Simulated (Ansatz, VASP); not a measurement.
**BP: VASP beside Ansatz**

Contents of POSCAR:

```
BP
1.0
    0.0000000000      2.0323170526      2.0323170526
    2.0323170526      0.0000000000      2.0323170526
    2.0323170526      2.0323170526      0.0000000000
B P
1 1
Direct
    0.0000000000      0.0000000000      0.0000000000
    0.2500000000      0.2500000000      0.2500000000
```

INCAR.step1

```
ALGO = Normal ; EDIFF = 1E-5
ENCUT = 550 ; GGA = PE
GGA_COMPAT = False ; ISMEAR = 0
LASPH = True ; LCHARG = False
LREAL = False ; LWAVE = True
NBANDS = 11 ; NELM = 120
PREC = Accurate ; SIGMA = 0.05
```

Contents of INCAR.step2:

```
ALGO = Normal ; EDIFF = 1E-6
ENCUT = 550 ; GGA_COMPAT = False
ISIF = 2 ; ISMEAR = 0
ISTART = 1 ; LASPH = True
LCHARG = False ; LMIXTAU = True
LREAL = False ; LWAVE = False
METAGGA = R2SCAN ; NBANDS = 11
NELM = 120 ; PREC = Accurate
SIGMA = 0.05
```

Contents of KPOINTS:

```
k-points
0
Gamma
  12 12 12
```

Input for Ansatz:

```yaml
crystal:
  lattice:
    - [0.0, 2.0323170526, 2.0323170526]
    - [2.0323170526, 0.0, 2.0323170526]
    - [2.0323170526, 2.0323170526, 0.0]
  atoms:
    - { symbol: B, position: [0.0, 0.0, 0.0] }
    - { symbol: P, position: [0.25, 0.25, 0.25] }
scf:
  occupations: { method: gaussian, width: 0.05 }
output:
  forces: true
  stress: true
  eigenvalues: true
  write_density: true
  write_potential: true
  elf: true
  volumetric_format: npy
hamiltonian:
  xc: r2scan
basis:
  ecutwfc: 560
kpoints:
  mp_grid: { grid: [12, 12, 12] }
```

Alike in both runs: task single point; functional r2SCAN; k mesh 12 × 12 × 12; occupations gaussian, width 0.05 eV; no spin polarisation.

|  | VASP | Ansatz |
| --- | --- | --- |
| version | VASP 6.6.1 | Ansatz 0.2.0 |
| potentials or method | VASP PAW PBE potentials, release 64 (B, P), cutoff 550 eV | scalar-relativistic, plane waves, PAW |
| valence electrons in the cell | 8 | 8 |

|  | VASP | Ansatz | Ansatz less VASP |
| --- | --- | --- | --- |
| gap on the k mesh at the Fermi level (eV) | 0.81 | 0.78 | -0.031 |
| least direct gap on the mesh (eV) | 4.50 | 4.46 | -0.043 |

VASP's potentials were made for PBE, not for r2SCAN. The functional is the same, so the differences come from potentials, cutoffs and numerics.
